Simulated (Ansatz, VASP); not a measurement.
## Rh: VASP beside Ansatz

File INCAR:

```
PREC = Accurate
ENCUT = 520
EDIFF = 1E-7
ISMEAR = 0
SIGMA = 0.1
LREAL = False
LASPH = True
NELM = 60
ALGO = Normal
ISIF = 2
LWAVE = False
LCHARG = False
GGA = PS
NBANDS = 22
```

Contents of KPOINTS:

```
regular mesh
0
Gamma
  12 12 7
```

POSCAR

```
Rh
1.0
    2.6846832595      0.0000000000      0.0000000000
   -1.3423416298      2.3250058137      0.0000000000
    0.0000000000      0.0000000000      4.3534163443
Rh
2
Direct
    0.6666666667      0.3333333333      0.7500000000
    0.3333333333      0.6666666667      0.2500000000
```

Input for Ansatz:

```yaml
crystal:
  lattice:
    - [2.6846832595229966, 0.0, 0.0]
    - [-1.3423416297614983, 2.325005813699785, 0.0]
    - [0.0, 0.0, 4.353416344303142]
  atoms:
    - { symbol: Rh, position: [0.6666666666666666, 0.3333333333333333, 0.75] }
    - { symbol: Rh, position: [0.3333333333333333, 0.6666666666666666, 0.25] }
basis:
  ecutwfc: 500.0
kpoints:
  mp_grid:
    grid: [12, 12, 7]
hamiltonian:
  xc: pbesol
scf:
  occupations:
    method: gaussian
    width: 0.1
output:
  stress: true
```

Alike in both runs: task single point; functional PBEsol; k mesh 12 × 12 × 7; occupations gaussian, width 0.1 eV; no spin polarisation.

|  | VASP | Ansatz |
| --- | --- | --- |
| version | VASP 6.6.1 | Ansatz 0.2.0 |
| potentials or method | VASP PAW PBE potentials, release 64 (Rh_pv), cutoff 520 eV | plane waves, PAW |
| valence electrons in the cell | 30 | 34 |

Ansatz gave:

| Item | Value |
| --- | --- |
| pressure (GPa) | -0.8 |

**Question.** Estimate VASP's values.

**Answer.** Pressure (GPa): -0.9.

VASP's potentials were made for PBE, not for PBEsol. VASP's potentials hold 30 valence electrons a cell and Ansatz's 34, so a difference there can come from the potentials and not from the codes. Ansatz's warnings: structure snapped to symmetry.
